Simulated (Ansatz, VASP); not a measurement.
# Zn2CdN2: VASP beside Ansatz

```
Cd Zn N
1.0
     3.46847    0.00000    0.00000
    -1.73423    3.00378    0.00000
     0.00000    0.00000    6.11130
Cd Zn N
1 2 2
Direct
  0.00696 0.01286 0.50657
  0.34353 0.68921 0.84706
  0.67192 0.34977 0.15020
  0.32761 0.64952 0.24282
  0.65395 0.31094 0.76665
```

Change from the starting cell: atoms moved at random, drawn with an rms of 0.05 Å.

Alike in both runs: task single point; functional PBE; k mesh 9 × 9 × 5; occupations fermi-dirac, width 0.05 eV; no spin polarisation.

```csv
,VASP,Ansatz
version,VASP 6.6.1,Ansatz 0.2.0
potentials or method,"VASP PAW PBE potentials, release 64 (Cd, Zn, N)",Ansatz PAW
plane-wave cutoff (eV),520,420
valence electrons in the cell,46,54
```

|  | VASP | Ansatz | Ansatz less VASP |
| --- | --- | --- | --- |
| gap on the k mesh at the Fermi level (eV) | none | none | - |
| pressure (GPa) | 0.6 | -0.2 | -0.76 |
| traceless stress, the component that is largest in VASP (GPa) | 1.46 | 1.34 | -0.117 |
| rms of the force components (eV/Å) | 0.440 | 0.422 | -0.0180 |

Atom by atom the forces differ by 0.019 eV/Å (rms over components). A gap of «none» marks a metal or a gap that the smearing closes. With one functional, cell and mesh, what is left measures potentials, basis and numerics. VASP's potentials hold 46 valence electrons a cell and Ansatz's 54, so a difference there can come from the potentials and not from the codes.
